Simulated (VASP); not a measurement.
Here is a VASP 6.6.1 calculation.

File INCAR:

```
SYSTEM = Pt
PREC = Accurate
ENCUT = 520
EDIFF = 1E-6
ISMEAR = -1
SIGMA = 0.05
LREAL = .False.
LASPH = .True.
NELM = 100
ALGO = Normal
ISIF = 2
LWAVE = .False.
LCHARG = .False.
GGA = PE
NBANDS = 11
```

The input KPOINTS:

```
Automatic mesh
0
Gamma
  18 18 18
  0 0 0
```

POSCAR

```
Pt
1.0
   -1.4713059377      1.4713059377      1.4713059377
    1.4713059377     -1.4713059377      1.4713059377
    1.4713059377      1.4713059377     -1.4713059377
Pt
1
Direct
    0.0000000000      0.0000000000      0.0000000000
```

Potentials or basis: VASP PAW PBE potentials, release 64 (Pt).

Run with:

```sh
$ cat potpaw_PBE.64/Pt/POTCAR > POTCAR
$ mpirun -np 1 vasp_std > vasp.out
```

Task: Predict the band gap on the k mesh.

Result: Zero (bands 5 and 6 overlap by 3.15 eV).

Task: Estimate the pressure.

Result: 91.8 GPa.

Caveat: the cell stands under pressure; spin-orbit coupling is left out, which moves the levels of the heavy elements.
